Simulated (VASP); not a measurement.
# S (Pm-3m) in VASP: a series of runs, part 2 of 2

VASP 6.6.1. The steps go on from the part before.

## 4. Relaxation of cell and atoms, PBE

This run uses another cell than the first one, of 20.35 Å³/atom, 1.186 times its volume.

INCAR reads:

```
SYSTEM = S
  PREC = Accurate
  ENCUT = 600
  EDIFF = 1E-7
  ISMEAR = 0
  SIGMA = 0.05
  LREAL = .False.
  LASPH = .True.
  NELM = 100
  ALGO = Normal
  ISIF = 3
  LWAVE = .False.
  LCHARG = .False.
  GGA = PE
  IBRION = 2
  NSW = 60
  EDIFFG = -0.02
```

KPOINTS reads:

```
Automatic mesh
0
Gamma
  15 15 15
  0 0 0
```

POSCAR reads:

```
S
1.0
    2.7300000000      0.0000000000      0.0000000000
    0.0000000000      2.7300000000      0.0000000000
    0.0000000000      0.0000000000      2.7300000000
S
1
Direct
    0.0000000000      0.0000000000      0.0000000000
```

Potentials or basis: VASP PAW PBE potentials, release 64 (S).

The run is started by

```
$ cat potpaw_PBE.64/S/POTCAR > POTCAR
$ mpirun -np 1 vasp_std > vasp.out
```

OUTCAR:

```text
SYSTEM = S
   PREC = Accurate
   ENCUT = 600
   EDIFF = 1E-7
   ISMEAR = 0
   LREAL = .False.
   LASPH = .True.
   NELM = 100
   ISIF = 3
   GGA = PE
   IBRION = 2
   NSW = 60
   EDIFFG = -0.02

 ion  position               nearest neighbor table
   1  0.000  0.000  0.000-

  LATTYP: Found a simple cubic cell.
 ALAT       =     2.7300000000

  Lattice vectors:

 A1 = (   2.7300000000,   0.0000000000,   0.0000000000)
 A2 = (   0.0000000000,   2.7300000000,   0.0000000000)
 A3 = (   0.0000000000,   0.0000000000,   2.7300000000)

Analysis of symmetry for initial positions (statically):
=====================================================================
 Subroutine PRICEL returns:
 Original cell was already a primitive cell.

 Routine SETGRP: Setting up the symmetry group for a
 simple cubic supercell.

 Subroutine GETGRP returns: Found 48 space group operations
 (whereof 48 operations were pure point group operations)
 out of a pool of 48 trial point group operations.

The static configuration has the point symmetry O_h .

Analysis of symmetry for dynamics (positions and initial velocities):
=====================================================================
 Subroutine PRICEL returns:
 Original cell was already a primitive cell.

 Routine SETGRP: Setting up the symmetry group for a
 simple cubic supercell.

 Subroutine GETGRP returns: Found 48 space group operations
 (whereof 48 operations were pure point group operations)
 out of a pool of 48 trial point group operations.

The dynamic configuration has the point symmetry O_h .

 Subroutine INISYM returns: Found 48 space group operations
 (whereof 48 operations are pure point group operations),
 and found     1 'primitive' translations

----------------------------------------------------------------------------------------

                                     Primitive cell

  volume of cell :      20.3464

  direct lattice vectors                    reciprocal lattice vectors
     2.730000000  0.000000000  0.000000000     0.366300366  0.000000000  0.000000000
     0.000000000  2.730000000  0.000000000     0.000000000  0.366300366  0.000000000
     0.000000000  0.000000000  2.730000000     0.000000000  0.000000000  0.366300366

  length of vectors
     2.730000000  2.730000000  2.730000000     0.366300366  0.366300366  0.366300366

  position of ions in fractional coordinates (direct lattice)
     0.000000000  0.000000000  0.000000000

  ion indices of the primitive-cell ions
   primitive index   ion index
                 1           1

----------------------------------------------------------------------------------------

 KPOINTS: Automatic mesh

Automatic generation of k-mesh.
 Grid dimensions read from file:
 generate k-points for:   15   15   15

 Generating k-lattice:

  Cartesian coordinates                     Fractional coordinates (reciprocal lattice)
     0.024420024  0.000000000  0.000000000     0.066666667  0.000000000  0.000000000
     0.000000000  0.024420024  0.000000000     0.000000000  0.066666667  0.000000000
     0.000000000  0.000000000  0.024420024     0.000000000  0.000000000  0.066666667

  Length of vectors
     0.024420024  0.024420024  0.024420024

  Shift w.r.t. Gamma in fractional coordinates (k-lattice)
     0.000000000  0.000000000  0.000000000

 Subroutine IBZKPT returns following result:
 ===========================================

 Found    120 irreducible k-points:

 Following reciprocal coordinates:
            Coordinates               Weight
  0.000000  0.000000  0.000000      1.000000
  0.066667  0.000000  0.000000      6.000000
  0.133333  0.000000  0.000000      6.000000
  0.200000  0.000000  0.000000      6.000000
  0.266667  0.000000  0.000000      6.000000
  0.333333  0.000000  0.000000      6.000000
[... 16 lines left out ...]
  0.266667  0.200000  0.000000     24.000000
  0.333333  0.200000  0.000000     24.000000
 [... further k-points ...]
   k-points           NKPTS =    120   k-points in BZ     NKDIM =    120   number of bands    NBANDS=      7
   number of dos      NEDOS =    301   number of ions     NIONS =      1
   total plane-waves  NPLWV =  13824
   dimension x,y,z NGX =    24 NGY =   24 NGZ =   24
   dimension x,y,z NGXF=    48 NGYF=   48 NGZF=   48
   ions per type =               1
   NGX,Y,Z   is equivalent  to a cutoff of  14.62, 14.62, 14.62 a.u.
   NGXF,Y,Z  is equivalent  to a cutoff of  29.23, 29.23, 29.23 a.u.
 SYSTEM =  S
   PREC   = accura    normal or accurate (medium, high low for compatibility)
   ISTART =      0    job   : 0-new  1-cont  2-samecut
   ICHARG =      2    charge: 1-file 2-atom 10-const
   ISPIN  =      1    spin polarized calculation?
   LNONCOLLINEAR =      F non collinear calculations
   LSORBIT =      F    spin-orbit coupling
   LASPH  =      T    aspherical Exc in radial PAW
   ENCUT  =  600.0 eV  44.10 Ry    6.64 a.u.   5.45  5.45  5.45*2*pi/ulx,y,z
   NELM   =    100;   NELMIN=  2; NELMDL= -5     # of ELM steps
   EDIFF  = 0.1E-06   stopping-criterion for ELM
   LREAL  =      F    real-space projection
   EDIFFG = -.2E-01   stopping-criterion for IOM
   NSW    =     60    number of steps for IOM
   IBRION =      2    ionic relax: 0-MD 1-quasi-New 2-CG
   NFREE  =      1    steps in history (QN), initial steepest desc. (CG)
   ISIF   =      3    stress and relaxation
   ISYM   =      2    0-nonsym 1-usesym 2-fastsym
   POTIM  = 0.5000    time-step for ionic-motion
   TEBEG  =    0.0;   TEEND  =   0.0 temperature during run
   PSTRESS=    0.0 pullay stress
   NELECT =       6.0000    total number of electrons
   NUPDOWN=      -1.0000    fix difference up-down
   EMIN   =  10.00;   EMAX   =-10.00  energy-range for DOS
   EFERMI =   0.00;   METHOD = LEGACY
   ISMEAR =     0;   SIGMA  =   0.05  broadening in eV -4-tet -1-fermi 0-gaus
   EFERMI_NEDOS =   21; number of points for ismear=-14 and -15
   IALGO  =     38    algorithm
   IMIX   =      4    mixing-type and parameters
     AMIX     =   0.40;   BMIX     =  1.00
     AMIX_MAG =   1.60;   BMIX_MAG =  1.00
  volume/ion in A,a.u.               =      20.35       137.30
  Fermi-wavevector in a.u.,A,eV,Ry     =   1.089672  2.059182 16.155365  1.187386
  Thomas-Fermi vector in A             =   2.225881
   LORBIT       =      0    0 simple, 1 ext, 2 COOP (PROOUT), +10 PAW based schemes
   GGA     = PE    functional components
   LHFCALC =     F    Hartree Fock is set to
   AEXX    =    0.0000 exact exchange contribution
   IVDW    =     0    specifies the selected vdW correction
   LEPSILON=     F    determine dielectric tensor
   LRPA    =     F    only Hartree local field effects (RPA)
 conjugate gradient relaxation of ions
 non-spin polarized calculation
 Gauss-broadening in eV      SIGMA  =   0.05
  energy-cutoff  :      600.00
  volume of cell :       20.35
 maximum number of plane-waves:       701
 NGX is ok and might be reduce to    24
   NGX = 11   NGY = 11   NGZ = 11

--------------------------------------- Ionic step        1  -------------------------------------------

 number of electron       5.9999999 magnetization

 Free energy of the ion-electron system (eV)
  ---------------------------------------------------
  ext. energy  EPLUGINS =         0.00000000
  ---------------------------------------------------
  free energy    TOTEN  =        -3.40048579 eV

  energy without entropy =       -3.39998646  energy(sigma->0) =       -3.40023613

 E-fermi :   4.6295     XC(G=0):  -9.7863

 val. band max:        4.6104883041   @ k =   0.4667   0.2000   0.2000
 cond. band min:       4.6726489516   @ k =   0.2000   0.1333   0.1333
 fundamental gap:      0.0621606475
 Fermi energy:         4.6295420760

 k-point     1 :       0.0000    0.0000    0.0000
  band No.  band energies     occupation
      1     -10.7013      2.00000
      2       5.8596      0.00000
      3       5.8596      0.00000
      4       5.8596      0.00000
      5      12.6350      0.00000
      6      12.6350      0.00000
      7      13.8546      0.00000
[... 297 lines left out ...]
  energy  without entropy=       -3.5131747062  energy(sigma->0) =       -3.51380219

--------------------------------------- Ionic step        3  -------------------------------------------

 number of electron       5.9999999 magnetization

 Free energy of the ion-electron system (eV)
  ---------------------------------------------------
  ext. energy  EPLUGINS =         0.00000000
  ---------------------------------------------------
  free energy    TOTEN  =        -3.51573802 eV

  energy without entropy =       -3.51443559  energy(sigma->0) =       -3.51508680

 E-fermi :   7.0185     XC(G=0): -10.5780

 val. band max:        6.9854914882   @ k =   0.2667   0.1333   0.1333
 cond. band min:       7.0190575350   @ k =   0.4000   0.2667   0.2000
 fundamental gap:      0.0335660468
 Fermi energy:         7.0184802521

 k-point     1 :       0.0000    0.0000    0.0000
  band No.  band energies     occupation
      1      -9.9773      2.00000
      2       8.5016      0.00000
      3       8.5016      0.00000
      4       8.5016      0.00000
      5      14.3958      0.00000
      6      14.3958      0.00000
      7      17.3743      0.00000
[... 258 lines left out ...]
  FREE ENERGIE OF THE ION-ELECTRON SYSTEM (eV)
  ---------------------------------------------------
  free  energy   TOTEN  =        -3.5157380188 eV

  energy  without entropy=       -3.5144355908  energy(sigma->0) =       -3.51508680

 reached required accuracy - stopping structural energy minimisation
```

CONTCAR:

```text
S
   1.00000000000000
     2.5776718273216375   -0.0000000000000000    0.0000000000000000
    -0.0000000000000000    2.5776718273216375   -0.0000000000000000
     0.0000000000000000    0.0000000000000000    2.5776718273216375
  S
     1
Direct
     0.0000000000000000    0.0000000000000000    0.0000000000000000

  0.00000000E+00  0.00000000E+00  0.00000000E+00
```

Wall time 12 s (1 thread of Intel Xeon 6975P-C (Granite Rapids), shared host); peak memory 0.14 GiB.

Results:

| Item | Value |
| --- | --- |
| Free energy | -3.5157 eV |
| Relaxed volume | 17.13 Å³/atom |
| Relaxed cell | a = 2.578 Å, b = 2.578 Å, c = 2.578 Å, α = 90.00°, β = 90.00°, γ = 90.00° |
| Space group after relaxing (to 0.05 Å) | Pm-3m (No. 221) |
| Energy gained by relaxing | 115.3 meV/atom |
| Ionic steps | 3 |
| Pressure after relaxing | 0.1 GPa |
| Band gap on the k mesh | zero (band 3 reaches 10.01 eV, above the bottom of band 4 at 3.32 eV) |

Step by step:
```csv
step,energy change (eV),largest force (eV/Å),pressure (GPa),volume (Å³)
1,0.0000,0.0000,-9.96,20.35
2,-0.1139,0.0000,1.45,16.84
3,-0.1153,0.0000,0.05,17.13
```

Final structure:
```
S
1.0
     2.57767    0.00000    0.00000
     0.00000    2.57767    0.00000
     0.00000    0.00000    2.57767
S
1
Direct
  0.00000 0.00000 0.00000
```

Caveat: the volume moved by over 15 % at a fixed basis, so the end points are rough.

## 5. Relaxation of cell and atoms, PBE

INCAR reads:

```
PREC = Accurate
ENCUT = 600
EDIFF = 1E-7
ISMEAR = 0
SIGMA = 0.05
LREAL = False
LASPH = True
NELM = 80
ALGO = Normal
ISIF = 3
LWAVE = False
LCHARG = False
GGA = PE
IBRION = 2
NSW = 60
EDIFFG = -0.02
```

KPOINTS reads:

```
regular mesh
0
Gamma
  16 16 16
```

POSCAR reads:

```
S
1.0
    2.5792911583      0.0000000000      0.0000000000
    0.0000000000      2.5792911583      0.0000000000
    0.0000000000      0.0000000000      2.5792911583
S
1
Direct
    0.0000000000      0.0000000000      0.0000000000
```

The run is started by

```
$ cat potpaw_PBE.64/S/POTCAR > POTCAR
$ mpirun -np 1 vasp_std > vasp.out
```

Run time: 6.9 s. Hardware: 1 thread of Intel Xeon 6975P-C (Granite Rapids), shared host; peak memory 0.14 GiB.

It converged, with:

- Free energy: -3.5135 eV
- Pressure after relaxing: -0.1 GPa
- Band gap on the k mesh: zero (band 3 reaches 10.00 eV, above the bottom of band 4 at 3.21 eV)

Final structure:
```
S
1.0
     2.57929    0.00000    0.00000
     0.00000    2.57929    0.00000
     0.00000    0.00000    2.57929
S
1
Cartesian
  0.0000 0.0000 0.0000
```

Levels at points of the mesh, in eV from the Fermi level:
```tsv
k point	band 1	band 2	band 3	band 4	band 5	band 6	band 7
(0.00, 0.00, 0.00)	-16.87	1.59	1.59	1.59	7.49	7.49	10.45
(0.50, 0.00, 0.00)	-14.12	-7.93	3.11	3.11	9.54	13.75	13.96
(0.50, 0.50, 0.00)	-11.36	-5.65	-5.65	2.78	4.46	14.04	15.90
(0.50, 0.50, 0.50)	-8.46	-3.68	-3.68	-3.68	5.89	5.89	5.89
```

Caveat: the relaxation stopped at its first step, so nothing moved.

## 6. The runs side by side

| task | cell | k mesh | cutoff (eV) | gap on the mesh (eV) | pressure (GPa) |
| --- | --- | --- | --- | --- | --- |
| single point | a = 2.579 Å, 1 atom | 15 × 15 × 15 | 520 | none | -0.1 |
| single point | a = 2.579 Å, 1 atom | 16 × 16 × 16 | 520 | none | -0.1 |
| relaxation of cell and atoms | relaxed from a = 2.730 Å, 1 atom | 15 × 15 × 15 | 600 | none | 0.1 |
| relaxation of cell and atoms | relaxed from a = 2.579 Å, 1 atom | 16 × 16 × 16 | 600 | none | -0.1 |

Alike in all rows: level PBE; potentials or basis VASP PAW PBE potentials, release 64 (S); no spin polarisation; smearing gaussian 0.05 eV.

Caveats: the volume moved by over 15 % at a fixed basis, so the end points are rough (some runs); the relaxation stopped at its first step, so nothing moved (some runs).

Total energies depend on the potentials used, so only differences within one code and one set of settings carry meaning.
